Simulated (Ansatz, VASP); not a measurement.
**Cr: VASP beside Ansatz**

```
Cr
1.0
     2.84863    0.00000    0.00000
     0.00000    2.84863    0.00000
     0.00000    0.00000   13.93440
Cr
3
Direct
  0.00000 0.00000 0.39471
  0.50000 0.50000 0.50000
  0.00000 0.00000 0.60529
```

Alike in both runs: task single point; functional PBE; k mesh 14 × 14 × 1; occupations fermi-dirac, width 0.005 eV; collinear spin.

```csv
,VASP,Ansatz
version,VASP 6.6.1,Ansatz 0.2.0
potentials or method,"VASP PAW PBE potentials, release 64 (Cr_pv)","PAW with Ansatz's default frozen-core files, scalar-relativistic"
plane-wave cutoff (eV),520,420
valence electrons in the cell,36,42
```

```tsv
	VASP	Ansatz	Ansatz less VASP
gap on the k mesh at the Fermi level (eV)	none	none	-
rms of the force components (eV/Å)	0.037	0.026	-0.0108
net moment per atom (μB)	1.52	1.51	-0.010
size of the moment on the site where the two differ most (μB)	2.97	2.77	-0.198
```

Site moments also hang on the region over which each program counts them. Atom by atom the forces differ by 0.011 eV/Å (rms over components). A gap of «none» marks a metal or a gap that the smearing closes. VASP's potentials hold 36 valence electrons a cell and Ansatz's 42, so a difference there can come from the potentials and not from the codes. Ansatz's warnings: seeded moment not kept, stability check not made, vacuum density over bound.
